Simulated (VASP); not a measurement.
BeZn5Se6: relaxation of cell and atoms with PBE

The system is BeZn5Se6.

```
Be Zn Se
1.0
     4.00847    0.07539    0.01511
     0.07539    4.11663   -0.01387
     0.06469   -0.05935   16.96286
Be Zn Se
1 5 6
Direct
  0.49020 0.50492 0.50182
  0.01354 0.00385 0.65753
  0.50087 0.49970 0.83008
  0.00283 0.00408 0.99564
  0.49364 0.48695 0.16952
  0.99155 0.99483 0.33821
  0.51147 0.99447 0.74574
  0.99674 0.51005 0.91378
  0.50657 0.02349 0.09218
  0.99713 0.48679 0.25937
  0.50476 0.99722 0.42988
  0.99072 0.49365 0.56625
```

```
Program                : VASP 6.6.1
Task                   : relaxation of cell and atoms
Functional             : PBE
Potentials or basis    : VASP PAW PBE potentials, release 64 (Be, Zn, Se)
Cutoff                 : 600 eV
k mesh                 : 4 × 4 × 1
Occupations            : gaussian, width 0.1 eV
Spin                   : no spin polarisation
Dipole correction      : no
Further INCAR settings : ALGO = Normal; EDIFF = 1e-06; IBRION = 2; EDIFFG = -0.025; NSW = 80; ISIF = 3
```

The relaxed volume is 22.53 Å³/atom. The relaxed cell is a = 3.994 Å, b = 3.996 Å, c = 16.942 Å, α = 89.98°, β = 90.02°, γ = 90.00°, the space group after relaxing (to 0.1 Å) is P-4m2 (No. 115) and the energy gained by relaxing is 32.3 meV/atom. The ionic steps are 15 and the pressure after relaxing is 0.0 GPa. The largest force after relaxing is 0.021 eV/Å and the band gap on the k mesh is 1.44 eV.

Forces in eV/Å, atoms in the order of the input:
```
Be  -0.007  0.000 -0.002
Zn  -0.008  0.003  0.010
Zn   0.001  0.003 -0.014
Zn  -0.004 -0.010  0.011
Zn   0.005 -0.020  0.000
Zn   0.004  0.010  0.001
Se  -0.006 -0.005  0.017
Se  -0.009 -0.005 -0.001
Se   0.001  0.021 -0.003
Se   0.002 -0.003 -0.006
Se   0.016  0.011  0.001
Se   0.005 -0.006 -0.012
```

The path:
```tsv
step	energy change (eV)	largest force (eV/Å)	pressure (GPa)	volume (Å³)
1	0.0000	1.7735	-1.54	279.81
2	-0.3024	0.4865	0.00	270.80
3	-0.3255	0.3183	0.74	267.51
4	-0.3669	0.2020	0.02	270.56
5	-0.3707	0.1776	-0.26	271.84
6	-0.3796	0.0935	-0.04	270.81
7	-0.3814	0.0714	0.13	270.06
8	-0.3834	0.0543	0.00	270.73
9	-0.3836	0.0583	-0.10	271.14
10	-0.3847	0.0480	-0.03	270.74
11	-0.3849	0.0504	0.06	270.47
12	-0.3860	0.0299	-0.03	270.71
13	-0.3865	0.0397	-0.11	271.12
14	-0.3865	0.0371	-0.08	271.02
15	-0.3871	0.0214	0.04	270.39
```

Final structure:
```cif
data_structure
_symmetry_space_group_name_H-M 'P 1'
_symmetry_Int_Tables_number 1
_cell_length_a 3.9939
_cell_length_b 3.9962
_cell_length_c 16.9416
_cell_angle_alpha 89.980
_cell_angle_beta 90.022
_cell_angle_gamma 89.998
_cell_volume 270.39
loop_
_atom_site_label
_atom_site_type_symbol
_atom_site_fract_x
_atom_site_fract_y
_atom_site_fract_z
_atom_site_occupancy
Be1 Be 0.49932 0.49857 0.50006 1
Zn1 Zn 0.00217 0.99951 0.65597 1
Zn2 Zn 0.50186 0.50061 0.82799 1
Zn3 Zn 0.00095 0.00258 0.99989 1
Zn4 Zn 0.49824 0.50111 0.17201 1
Zn5 Zn 0.99722 0.99787 0.34396 1
Se1 Se 0.50214 0.00071 0.74189 1
Se2 Se 0.00199 0.50221 0.91396 1
Se3 Se 0.50054 0.00038 0.08603 1
Se4 Se 0.99835 0.49866 0.25809 1
Se5 Se 0.49760 0.99828 0.43072 1
Se6 Se 0.99962 0.49952 0.56943 1
```

Levels at points of the mesh, in eV from the valence-band top:
```
           k point  band 47  band 48  band 49  band 50  band 51  band 52
(0.00, 0.00, 0.00)    -0.11     0.00     0.00     1.44     2.67     3.32
(0.50, 0.00, 0.00)    -0.76    -0.75    -0.74     2.92     2.96     2.99
(0.00, 0.50, 0.00)    -0.75    -0.75    -0.74     2.92     2.97     3.00
(0.50, 0.50, 0.00)    -2.14    -2.14    -2.05     2.97     2.97     3.28
```

It took 18 min on 1 thread of Intel(R) Xeon(R) 6975P-C (Granite Rapids) (shared host), peak memory 0.54 GiB.
